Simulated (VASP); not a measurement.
Wanted: the native input for a VASP 6.6.1 run.

| Item | Value |
| --- | --- |
| Task | single point |
| Functional | PBE |
| Potentials or basis | VASP PAW PBE potentials, release 64 (Sn_d, O) |
| Cutoff | 520 eV |
| k mesh | 4 × 4 × 6 |
| Occupations | fermi-dirac, width 0.03 eV |
| Spin | no spin polarisation |
| Dipole correction | no |
| Further INCAR settings | ALGO = Normal; EDIFF = 1e-06; NBANDS = 35 |

The structure of SnO2 lies in POSCAR:

```
SnO2
1.0
    4.6406422521      0.0000000000      0.0000000000
    0.0000000000      4.6406422521      0.0000000000
    0.0000000000      0.0000000000      3.1213531768
Sn O
2 4
Direct
    0.0000000000      0.0000000000      0.0000000000
    0.5000000000      0.5000000000      0.5000000000
    0.3056200000      0.3056200000      0.0000000000
    0.1943800000      0.8056200000      0.5000000000
    0.6943800000      0.6943800000      0.0000000000
    0.8056200000      0.1943800000      0.5000000000
```

This cell differs from its parent crystal: volume scaled by 0.94.

These files were run (other wordings do the same):

INCAR

```
SYSTEM = SnO2
  PREC = Accurate
  ENCUT = 520
  EDIFF = 1E-6
  ISMEAR = -1
  SIGMA = 0.03
  LREAL = .False.
  LASPH = .True.
  NELM = 100
  ALGO = Normal
  ISIF = 2
  LWAVE = .False.
  LCHARG = .False.
  GGA = PE
  NBANDS = 35
```

KPOINTS

```
Automatic mesh
0
Gamma
  4 4 6
  0 0 0
```

Potentials or basis: VASP PAW PBE potentials, release 64 (Sn_d, O).

The run is started by

```console
$ cat potpaw_PBE.64/Sn_d/POTCAR potpaw_PBE.64/O/POTCAR > POTCAR
$ mpirun -np 1 vasp_std > vasp.out
```

Results of the run:

* Pressure: 28.2 GPa
* Largest force: 0.287 eV/Å
* Band gap on the k mesh: 2.00 eV, direct

Caveat: spin-orbit coupling is left out, which moves the levels of the heavy elements.

It took 54 s on 1 thread of Intel Xeon 6975P-C, on a shared host, peak memory 0.2 GiB.
